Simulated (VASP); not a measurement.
Set up this calculation in VASP 6.6.1, as the native input.

```yaml
Task: single point
Functional: PBEsol
Potentials_or_basis: VASP PAW PBE potentials, release 64 (Cu, O)
Cutoff: 520 eV
k_mesh: 5 × 5 × 3
Occupations: fermi-dirac, width 0.05 eV
Spin: no spin polarisation
Dipole_correction: no
Further_INCAR_settings: ALGO = Normal; EDIFF = 1e-06; NBANDS = 25
```

The structure of CuO lies in POSCAR:

```
CuO
1.0
    1.9909680000     -2.1535500000      0.0000000000
    1.9909680000      2.1535500000      0.0000000000
    0.0000000000      0.0000000000      5.1559280000
Cu O
2 2
Direct
    0.5000000000      0.0000000000      0.0000000000
    0.0000000000      0.5000000000      0.5000000000
    0.5000000000      0.5000000000      0.2500000000
    0.5000000000      0.5000000000      0.7500000000
```

One way to write it, as run:

INCAR

```
ALGO = Normal
EDIFF = 1E-6
ENCUT = 520
GGA = PS
ISIF = 2
ISMEAR = -1
LASPH = True
LCHARG = False
LREAL = False
LWAVE = False
NBANDS = 25
NELM = 100
PREC = Accurate
SIGMA = 0.05
```

KPOINTS

```
k-points
0
Gamma
  5 5 3
```

Potentials or basis: VASP PAW PBE potentials, release 64 (Cu, O).

Command:

```bash
$ cat potpaw_PBE.64/Cu/POTCAR potpaw_PBE.64/O/POTCAR > POTCAR
$ mpirun -np 1 vasp_std > vasp.out
```

Results of the run:

* Pressure: -5.5 GPa
* Band gap on the k mesh: zero (band 17 reaches 5.31 eV, above the bottom of band 18 at 4.59 eV)

Caveat: the k points lie up to 0.43 Å⁻¹ apart; the PAW data sets were made with another functional, which shifts forces and pressure a little; semilocal functionals often make such compounds metallic where correlation or magnetic order opens a gap, which also shifts bond lengths.

Wall time 12 s on 1 thread of AMD EPYC 9R45 96-Core Processor (Zen 5), on a shared host, peak memory 0.13 GiB.
